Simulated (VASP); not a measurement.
# Sb in VASP: notebook, part 2 of 2

VASP 6.6.1. The steps go on from the part before.

### 4 Electric field gradients, PBEsol (zz strain of +2 %)

File INCAR:

```
PREC = Accurate
ENCUT = 400
EDIFF = 1E-8
ISMEAR = -1
SIGMA = 0.05
LREAL = F
LASPH = T
NELM = 120
ALGO = Normal
ISIF = 2
LWAVE = F
LCHARG = F
GGA = PS
LEFG = T
NBANDS = 8
GGA_COMPAT = F
```

File KPOINTS:

```
Automatic mesh
0
Gamma
  13 13 13
```

File POSCAR:

```
Sb
1.0
    3.1600000000      0.0000000000      0.0000000000
    0.0000000000      3.1600000000      0.0000000000
    0.0000000000      0.0000000000      3.2232000000
Sb
1
Direct
    0.0000000000      0.0000000000      0.0000000000
```

Potentials or basis: VASP PAW PBE potentials, release 64 (Sb).

Run with:

```console
cat potpaw_PBE.64/Sb/POTCAR > POTCAR
mpirun -np 1 vasp_std > vasp.out
```

OUTCAR:

```text
PREC = Accurate
   ENCUT = 400
   EDIFF = 1E-8
   ISMEAR = -1
   LREAL = F
   LASPH = T
   NELM = 120
   ISIF = 2
   GGA = PS

 ion  position               nearest neighbor table
   1  0.000  0.000  0.000-

  LATTYP: Found a simple tetragonal cell.
 ALAT       =     3.1600000000
 C/A-ratio  =     1.0200000000

  Lattice vectors:

 A1 = (   3.1600000000,   0.0000000000,   0.0000000000)
 A2 = (   0.0000000000,   3.1600000000,   0.0000000000)
 A3 = (   0.0000000000,   0.0000000000,   3.2232000000)

Analysis of symmetry for initial positions (statically):
=====================================================================
 Subroutine PRICEL returns:
 Original cell was already a primitive cell.

 Routine SETGRP: Setting up the symmetry group for a
 simple tetragonal supercell.

 Subroutine GETGRP returns: Found 16 space group operations
[... 445 lines left out ...]

 VOLUME and BASIS-vectors are now :
 -----------------------------------------------------------------------------
  energy-cutoff  :      400.00
  volume of cell :       32.19
      direct lattice vectors                 reciprocal lattice vectors
     3.160000000  0.000000000  0.000000000     0.316455696  0.000000000  0.000000000
     0.000000000  3.160000000  0.000000000     0.000000000  0.316455696  0.000000000
     0.000000000  0.000000000  3.223200000     0.000000000  0.000000000  0.310250683

 POSITION                                       TOTAL-FORCE (eV/Angst)
 -----------------------------------------------------------------------------------
      0.00000      0.00000      0.00000         0.000000      0.000000      0.000000
 -----------------------------------------------------------------------------------
    total drift:                                0.000000     -0.000000      0.000000

  FREE ENERGIE OF THE ION-ELECTRON SYSTEM (eV)
  ---------------------------------------------------
  free  energy   TOTEN  =        -4.4776356876 eV

  energy  without entropy=       -4.4745164147  energy(sigma->0) =       -4.47607605

 Electric field gradients (V/A^2)
---------------------------------------------------------------------
 ion       V_xx      V_yy      V_zz      V_xy      V_xz      V_yz
---------------------------------------------------------------------
   1      -4.628    -4.628     9.257    -0.000    -0.000    -0.000
---------------------------------------------------------------------

 Electric field gradients after diagonalization (V/A^2)
 (convention: |V_zz| > |V_xx| > |V_yy|)
----------------------------------------------------------------------
 ion       V_xx      V_yy      V_zz     asymmetry (V_yy - V_xx)/ V_zz
----------------------------------------------------------------------
   1      -4.628    -4.628     9.257       0.000
----------------------------------------------------------------------

           NMR quadrupolar parameters

 Cq : quadrupolar parameter    Cq=e*Q*V_zz/h
 eta: asymmetry parameters     (V_yy - V_xx)/ V_zz
 Q  : nuclear electric quadrupole moment in mb (millibarn)
----------------------------------------------------------------------
 ion       Cq(MHz)       eta       Q (mb)
----------------------------------------------------------------------
   1       0.022       0.000       1.000
----------------------------------------------------------------------
```

stdout:

```text
POSCAR found type information on POSCAR Sb
 POSCAR found :  1 types and       1 ions
 scaLAPACK will be used
 -----------------------------------------------------------------------------
|                                                                             |
|                                                                             |
|     You enforced a specific xc type in the INCAR file but a different       |
|     I HOPE YOU KNOW WHAT YOU ARE DOING!                                     |
|                                                                             |
 -----------------------------------------------------------------------------

 LDA part: xc-table for (Slater+PW92), standard interpolation
 POSCAR, INCAR and KPOINTS ok, starting setup
 FFT: planning ... GRIDC
 FFT: planning ... GRID_SOFT
 FFT: planning ... GRID
 WAVECAR not read
 entering main loop
ion   1
```

Wall time 43 s (1 thread of AMD EPYC 7R13, shared host); peak memory 0.13 GiB.

What came out:

```yaml
Free_energy: -4.4776 eV
Pressure: -5.6 GPa
```

Electric field gradients, principal values (V/Å²):
```tsv
atom	least	middle	greatest (by size)
1 Sb	-4.628	-4.628	9.257
```

Caveat: the cell differs from its parent crystal (zz strain of +2 %); without QUAD_EFG the Cq values of the log hold for a quadrupole moment of 1 mb, not for the nuclei; the PAW data sets were made with another functional, which shifts forces and pressure a little; spin-orbit coupling is left out, which moves the levels of the heavy elements.

### 5 Electric field gradients, PBEsol (equal xy, yz and zx shear strains of -1 %)

File INCAR:

```
SYSTEM = Sb
PREC = Accurate
ENCUT = 400
EDIFF = 1E-8
ISMEAR = -1
SIGMA = 0.05
LREAL = .FALSE.
LASPH = .TRUE.
NELM = 120
ALGO = Normal
ISIF = 2
LWAVE = .FALSE.
LCHARG = .FALSE.
GGA = PS
LEFG = .TRUE.
NBANDS = 8
GGA_COMPAT = .FALSE.
```

File KPOINTS:

```
Automatic mesh
0
G
  13 13 13
  0 0 0
```

File POSCAR:

```
Sb
1.0
    3.1600000000     -0.0158000000     -0.0158000000
   -0.0158000000      3.1600000000     -0.0158000000
   -0.0158000000     -0.0158000000      3.1600000000
Sb
1
Direct
    0.0000000000      0.0000000000      0.0000000000
```

Potentials or basis: VASP PAW PBE potentials, release 64 (Sb).

Run with:

```console
cat potpaw_PBE.64/Sb/POTCAR > POTCAR
mpirun -np 1 vasp_std > vasp.out
```

OUTCAR:

```text
SYSTEM = Sb
   PREC = Accurate
   ENCUT = 400
   EDIFF = 1E-8
   ISMEAR = -1
   LREAL = .FALSE.
   LASPH = .TRUE.
   NELM = 120
   ISIF = 2
   GGA = PS

 ion  position               nearest neighbor table
   1  0.000  0.000  0.000-

  LATTYP: Found a trigonal (rhomboedric) cell.
 ALAT       =     3.1600789990
 COS(alpha) =    -0.0099745013

  Lattice vectors:

 A1 = (   3.1600000000,  -0.0158000000,  -0.0158000000)
 A2 = (  -0.0158000000,   3.1600000000,  -0.0158000000)
 A3 = (  -0.0158000000,  -0.0158000000,   3.1600000000)

Analysis of symmetry for initial positions (statically):
=====================================================================
 Subroutine PRICEL returns:
 Original cell was already a primitive cell.

 Routine SETGRP: Setting up the symmetry group for a
 trigonal (rhombohedral) supercell.

 Subroutine GETGRP returns: Found 12 space group operations
 (whereof 12 operations were pure point group operations)
 out of a pool of 12 trial point group operations.

The static configuration has the point symmetry D_3d.

Analysis of symmetry for dynamics (positions and initial velocities):
=====================================================================
 Subroutine PRICEL returns:
 Original cell was already a primitive cell.

 Routine SETGRP: Setting up the symmetry group for a
 trigonal (rhombohedral) supercell.

 Subroutine GETGRP returns: Found 12 space group operations
 (whereof 12 operations were pure point group operations)
 out of a pool of 12 trial point group operations.

The dynamic configuration has the point symmetry D_3d.

 Subroutine INISYM returns: Found 12 space group operations
 (whereof 12 operations are pure point group operations),
 and found     1 'primitive' translations

----------------------------------------------------------------------------------------

                                     Primitive cell

  volume of cell :      31.5521

  direct lattice vectors                    reciprocal lattice vectors
     3.160000000 -0.015800000 -0.015800000     0.316471599  0.001590310  0.001590310
    -0.015800000  3.160000000 -0.015800000     0.001590310  0.316471599  0.001590310
    -0.015800000 -0.015800000  3.160000000     0.001590310  0.001590310  0.316471599

  length of vectors
     3.160078999  3.160078999  3.160078999     0.316479591  0.316479591  0.316479591

  position of ions in fractional coordinates (direct lattice)
     0.000000000  0.000000000  0.000000000

  ion indices of the primitive-cell ions
   primitive index   ion index
                 1           1

----------------------------------------------------------------------------------------

 KPOINTS: Automatic mesh

Automatic generation of k-mesh.
 Grid dimensions read from file:
 generate k-points for:   13   13   13

 Generating k-lattice:

  Cartesian coordinates                     Fractional coordinates (reciprocal lattice)
     0.024343969  0.000122332  0.000122332     0.076923077 -0.000000000  0.000000000
[... 57 lines left out ...]
   ENCUT  =  400.0 eV  29.40 Ry    5.42 a.u.   5.15  5.15  5.15*2*pi/ulx,y,z
   NELM   =    120;   NELMIN=  2; NELMDL= -5     # of ELM steps
   EDIFF  = 0.1E-07   stopping-criterion for ELM
   LREAL  =      F    real-space projection
   EDIFFG = 0.1E-06   stopping-criterion for IOM
   NSW    =      0    number of steps for IOM
   IBRION =     -1    ionic relax: 0-MD 1-quasi-New 2-CG
   NFREE  =      0    steps in history (QN), initial steepest desc. (CG)
   ISIF   =      2    stress and relaxation
   ISYM   =      2    0-nonsym 1-usesym 2-fastsym
   POTIM  = 0.5000    time-step for ionic-motion
   TEBEG  =    0.0;   TEEND  =   0.0 temperature during run
   PSTRESS=    0.0 pullay stress
   NELECT =       5.0000    total number of electrons
   NUPDOWN=      -1.0000    fix difference up-down
   EMIN   =  10.00;   EMAX   =-10.00  energy-range for DOS
[... 5 lines left out ...]
     AMIX     =   0.40;   BMIX     =  1.00
     AMIX_MAG =   1.60;   BMIX_MAG =  1.00
  volume/ion in A,a.u.               =      31.55       212.92
  Fermi-wavevector in a.u.,A,eV,Ry     =   0.885908  1.674123 10.678302  0.784833
  Thomas-Fermi vector in A             =   2.007004
   LORBIT       =      0    0 simple, 1 ext, 2 COOP (PROOUT), +10 PAW based schemes
   GGA     = PS    functional components
   LHFCALC =     F    Hartree Fock is set to
   AEXX    =    0.0000 exact exchange contribution
   IVDW    =     0    specifies the selected vdW correction
   LEPSILON=     F    determine dielectric tensor
   LRPA    =     F    only Hartree local field effects (RPA)
 non-spin polarized calculation
  energy-cutoff  :      400.00
  volume of cell :       31.55
 maximum number of plane-waves:       588
 NGX is ok and might be reduce to    24
   NGX = 11   NGY = 11   NGZ = 11

 number of electron       5.0000001 magnetization

 Free energy of the ion-electron system (eV)
  ---------------------------------------------------
  ext. energy  EPLUGINS =         0.00000000
  ---------------------------------------------------
  free energy    TOTEN  =        -4.50127487 eV

  energy without entropy =       -4.49843310  energy(sigma->0) =       -4.49985399

 E-fermi :   6.3457     XC(G=0):  -9.5200

 val. band max:        6.3451258571   @ k =  -0.3077   0.2308   0.1538
 cond. band min:       6.3529194885   @ k =  -0.3846   0.3077   0.3077
 fundamental gap:      0.0077936315
 Fermi energy:         6.3456772872

 k-point     1 :       0.0000    0.0000    0.0000
  band No.  band energies     occupation
      1      -5.6828      2.00000
      2       9.3744      0.00000
      3       9.4410      0.00000
      4       9.4410      0.00000
      5      13.1953      0.00000
      6      13.1953      0.00000
      7      14.0969      0.00000
      8      23.6921      0.00000
[... 243 lines left out ...]
 k-point    24 :       0.4615    0.1538   -0.0000
  band No.  band energies     occupation
      1      -3.1919      2.00000
      2       1.4895      2.00000
      3       8.5975      0.00000
      4      11.5206      0.00000
      5      13.6435      0.00000
      6      16.1118      0.00000
      7      17.6967      0.00000
      8      17.9113      0.00000

 [... further k-points ...]
[... 5 lines left out ...]
  --------------------------------------------------------------------------------------
  -------------------------------------------------------------------------------------
  Total       -0.9607834     -0.9607834     -0.9607834      0.0271618      0.0271618      0.0271618
  in kB      -48.7873824    -48.7873824    -48.7873824      1.3792400      1.3792400      1.3792400
  external PRESSURE =     -48.7873824 kB  Pullay stress =       0.0000000 kB

 VOLUME and BASIS-vectors are now :
 -----------------------------------------------------------------------------
  energy-cutoff  :      400.00
  volume of cell :       31.55
      direct lattice vectors                 reciprocal lattice vectors
     3.160000000 -0.015800000 -0.015800000     0.316471599  0.001590310  0.001590310
    -0.015800000  3.160000000 -0.015800000     0.001590310  0.316471599  0.001590310
    -0.015800000 -0.015800000  3.160000000     0.001590310  0.001590310  0.316471599

 POSITION                                       TOTAL-FORCE (eV/Angst)
 -----------------------------------------------------------------------------------
      0.00000      0.00000      0.00000         0.000000      0.000000      0.000000
 -----------------------------------------------------------------------------------
    total drift:                                0.000000      0.000000      0.000000

  FREE ENERGIE OF THE ION-ELECTRON SYSTEM (eV)
  ---------------------------------------------------
  free  energy   TOTEN  =        -4.5012748724 eV

  energy  without entropy=       -4.4984330991  energy(sigma->0) =       -4.49985399

 Electric field gradients (V/A^2)
---------------------------------------------------------------------
 ion       V_xx      V_yy      V_zz      V_xy      V_xz      V_yz
---------------------------------------------------------------------
   1      -0.000    -0.000     0.000    -3.708    -3.708    -3.708
---------------------------------------------------------------------

 Electric field gradients after diagonalization (V/A^2)
 (convention: |V_zz| > |V_xx| > |V_yy|)
----------------------------------------------------------------------
 ion       V_xx      V_yy      V_zz     asymmetry (V_yy - V_xx)/ V_zz
----------------------------------------------------------------------
   1       3.708     3.708    -7.417       0.000
----------------------------------------------------------------------

           NMR quadrupolar parameters

 Cq : quadrupolar parameter    Cq=e*Q*V_zz/h
 eta: asymmetry parameters     (V_yy - V_xx)/ V_zz
 Q  : nuclear electric quadrupole moment in mb (millibarn)
----------------------------------------------------------------------
 ion       Cq(MHz)       eta       Q (mb)
----------------------------------------------------------------------
   1      -0.018       0.000       1.000
----------------------------------------------------------------------
```

Run time: 52 s. Hardware: 1 thread of AMD EPYC 7R13, shared host; peak memory 0.13 GiB.

Results:

```
Free energy : -4.5013 eV
Pressure    : -4.9 GPa
```

Levels at points of the mesh, in eV from the Fermi level:
```
           k point  band 1  band 2  band 3  band 4  band 5  band 6  band 7
(0.00, 0.00, 0.00)  -12.03    3.03    3.10    3.10    6.85    6.85    7.75
```

Electric field gradients, principal values (V/Å²):
```tsv
atom	least	middle	greatest (by size)
1 Sb	3.708	3.708	-7.417
```

Caveat: the cell differs from its parent crystal (equal xy, yz and zx shear strains of -1 %); without QUAD_EFG the Cq values of the log hold for a quadrupole moment of 1 mb, not for the nuclei; the PAW data sets were made with another functional, which shifts forces and pressure a little; spin-orbit coupling is left out, which moves the levels of the heavy elements.

### 6 The runs side by side

| cell | gap on the mesh (eV) | pressure (GPa) |
| --- | --- | --- |
| a = 3.160, b = 3.160, c = 3.128 Å, 1 atom | none | -4.4 |
| a = 3.160, b = 3.160, c = 3.223 Å, 1 atom | none | -5.6 |
| a = 3.160 Å, angles 90.6°, 1 atom | none | -4.9 |

Alike in all rows: task electric field gradients; level PBEsol; potentials or basis VASP PAW PBE potentials, release 64 (Sb); no spin polarisation; k mesh 13 × 13 × 13; cutoff (eV) 400; smearing fermi-dirac 0.05 eV.

Caveats: the PAW data sets were made with another functional, which shifts forces and pressure a little; spin-orbit coupling is left out, which moves the levels of the heavy elements.

Absolute energies hang on the potentials; compare differences alone.
